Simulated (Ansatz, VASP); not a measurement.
## Ga4Sb3As in VASP and in Ansatz

Contents of INCAR:

```
ALGO     = Normal         # electronic algorithm
EDIFF    = 1E-7           # SCF threshold, eV
EDIFFG   = -0.01          # ionic threshold
ENCUT    = 600            # plane-wave cutoff, eV
GGA      = PE             # functional
IBRION   = 2              # ionic algorithm
ISIF     = 3              # what is computed and relaxed
ISMEAR   = 0              # smearing method
LASPH    = True           # aspherical terms in the spheres
LCHARG   = False          # write CHGCAR
LREAL    = False          # projectors in reciprocal space
LWAVE    = False          # write WAVECAR
NELM     = 60             # most SCF steps
NSW      = 100            # ionic steps
PREC     = Accurate       # precision mode
SIGMA    = 0.1            # smearing width, eV
```

KPOINTS

```
k-points
0
Gamma
  6 6 6
```

POSCAR

```
Ga4Sb3As
1.0
    6.0994020946      0.0000000000      0.0000000000
    0.0000000000      6.0994020946      0.0000000000
    0.0000000000      0.0000000000      6.0994020946
Ga Sb As
4 3 1
Direct
    0.7587978435      0.7587978435      0.7587978435
    0.7587978435      0.2412021565      0.2412021565
    0.2412021565      0.7587978435      0.2412021565
    0.2412021565      0.2412021565      0.7587978435
    0.5000000000      0.5000000000      0.0000000000
    0.5000000000      0.0000000000      0.5000000000
    0.0000000000      0.5000000000      0.5000000000
    0.0000000000      0.0000000000      0.0000000000
```

Input for Ansatz:

```yaml
crystal:
  lattice:
    - [6.0994020946, 0.0, 0.0]
    - [0.0, 6.0994020946, 0.0]
    - [0.0, 0.0, 6.0994020946]
  atoms:
    - { symbol: Ga, position: [0.7587978435, 0.7587978435, 0.7587978435] }
    - { symbol: Ga, position: [0.7587978435, 0.2412021565, 0.2412021565] }
    - { symbol: Ga, position: [0.2412021565, 0.7587978435, 0.2412021565] }
    - { symbol: Ga, position: [0.2412021565, 0.2412021565, 0.7587978435] }
    - { symbol: Sb, position: [0.5, 0.5, 0.0] }
    - { symbol: Sb, position: [0.5, 0.0, 0.5] }
    - { symbol: Sb, position: [0.0, 0.5, 0.5] }
    - { symbol: As, position: [0.0, 0.0, 0.0] }
basis:
  ecutwfc: 420
kpoints:
  mp_grid: { grid: [6, 6, 6] }
hamiltonian:
  xc: pbe
scf:
  occupations: { method: gaussian, width: 0.1 }
output:
  forces: true
  stress: true
  eigenvalues: true
relax:
  adjacent_minimum: "off"
  f_tol: 0.01
  max_steps: 80
  cell: { stress_tol: 0.05 }
```

Alike in both runs: task relaxation of cell and atoms; functional PBE; k mesh 6 × 6 × 6; occupations gaussian, width 0.1 eV; no spin polarisation.

|  | VASP | Ansatz |
| --- | --- | --- |
| version | VASP 6.6.1 | Ansatz 0.2.0 |
| potentials or method | VASP PAW PBE potentials, release 64 (Ga_d, Sb, As), cutoff 600 eV | scalar-relativistic, plane waves, PAW |
| valence electrons in the cell | 72 | 112 |

```csv
,VASP,Ansatz,Ansatz less VASP
"gap on the k mesh at the Fermi level, each at its own relaxed structure (eV)",none,none,-
relaxed volume (Å³/atom),28.44,28.36,-0.073
relaxed cell length with the largest relative difference (Å),6.105,6.099,-0.0052
```

A gap of «none» marks a metal or a gap that the smearing closes. VASP's potentials hold 72 valence electrons a cell and Ansatz's 112, so a difference there can come from the potentials and not from the codes.

Spin-orbit coupling is off throughout.
